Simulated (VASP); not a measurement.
Input of a VASP 6.6.1 run:

The input POSCAR:

```
Al
1.0
    2.8509869252      0.0000000000      0.0000000000
   -1.4254934626      2.4690271031      0.0000000000
    0.0000000000      0.0000000000      4.7361863651
Al
2
Direct
    0.6666666667      0.3333333333      0.7500000000
    0.3333333333      0.6666666667      0.2500000000
```

File INCAR.step1:

```
PREC = Accurate
ENCUT = 520
ISMEAR = 0
SIGMA = 0.15
LREAL = F
LASPH = T
NELM = 100
NBANDS = 10
GGA = PE
ALGO = Normal
EDIFF = 1E-4
LWAVE = T
LCHARG = F
```

Contents of INCAR.step2:

```
PREC = Accurate
ENCUT = 520
EDIFF = 1E-7
ISMEAR = 0
SIGMA = 0.15
LREAL = F
LASPH = T
NELM = 100
ALGO = Normal
ISIF = 2
LWAVE = F
LCHARG = F
METAGGA = R2SCAN
LMIXTAU = T
NBANDS = 10
ISTART = 1
```

File KPOINTS:

```
regular mesh
0
Gamma
  24 24 12
```

Potentials or basis: VASP PAW PBE potentials, release 64 (Al).

Launch:

```sh
$ cat potpaw_PBE.64/Al/POTCAR > POTCAR
$ cp INCAR.step1 INCAR
$ mpirun -np 1 vasp_std > vasp.out
$ cp INCAR.step2 INCAR
$ mpirun -np 1 vasp_std > vasp.out
```

Q: Estimate the pressure.

A: -3.5 GPa.

Q: Predict the band gap on the k mesh.

A: Zero (band 3 reaches 12.13 eV, above the bottom of band 4 at 4.61 eV).

Stress tensor (GPa, compression positive):
```
-3.39  0.00  0.00
 0.00 -3.39  0.00
 0.00  0.00 -3.76
```

Caveat: the PAW data sets were made with another functional, which shifts forces and pressure a little.
